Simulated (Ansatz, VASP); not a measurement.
# Two plane-wave programs on La3O2

```
La O
1.0
     3.96017    2.28640    3.40788
    -3.96017    2.28640    3.40788
     0.00000   -4.57281    3.40788
La O
3 2
Cartesian
  -1.9801 1.1432 1.7039
  0.0000 -2.2864 1.7039
  1.9801 1.1432 1.7039
  0.0000 0.0000 8.5304
  0.0000 0.0000 1.6932
```

Change from the starting cell: species swapped into the Br2Cl3 type (R-3m, No. 166).

Alike in both runs: functional PBE; k mesh 6 × 6 × 6; occupations gaussian, width 0.1 eV; no spin polarisation.

Ansatz relaxed the structure, and its values are those at the end. VASP's run is a single point on that final structure, the one shown.

|  | VASP | Ansatz |
| --- | --- | --- |
| version | VASP 6.6.1 | Ansatz 0.2.0 |
| potentials or method | VASP PAW PBE potentials, release 64 (La, O), cutoff 520 eV | scalar-relativistic, plane waves, PAW |
| valence electrons in the cell | 45 | 45 |

|  | VASP | Ansatz | Ansatz less VASP |
| --- | --- | --- | --- |
| gap on the k mesh at the Fermi level (eV) | none | none | - |
| pressure (GPa) | -0.1 | 0.0 | +0.09 |

A gap of «none» marks a metal or a gap that the smearing closes.

Spin-orbit coupling is off throughout.
